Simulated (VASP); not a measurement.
A run of VASP 6.6.1 is set up as follows.

INCAR

```
SYSTEM = Be
  ALGO = Normal
  EDIFF = 1E-7
  ENCUT = 520
  GGA = CA
  ISIF = 2
  ISMEAR = -1
  LASPH = .TRUE.
  LCHARG = .FALSE.
  LREAL = .FALSE.
  LWAVE = .FALSE.
  NBANDS = 9
  NELM = 100
  PREC = Accurate
  SIGMA = 0.1
```

File KPOINTS:

```
k-points
0
G
  21 21 12
  0 0 0
```

The input POSCAR:

```
Be
1.0
    2.0754730510      0.0000000000      0.0000000000
   -1.0377365255      1.7974123871      0.0000000000
    0.0000000000      0.0000000000      3.3040335228
Be
2
Direct
    0.3333333333      0.6666666667      0.2500000000
    0.6666666667      0.3333333333      0.7500000000
```

Potentials or basis: VASP PAW LDA potentials, release 64 (Be).

Run with:

```bash
$ cat potpaw_LDA.64/Be/POTCAR > POTCAR
$ mpirun -np 1 vasp_std > vasp.out
```

Problem. Predict the pressure.

Solution. 38.0 GPa.

Problem. Predict the band gap on the k mesh.

Solution. Zero (band 2 reaches 10.01 eV, above the bottom of band 3 at 7.67 eV).
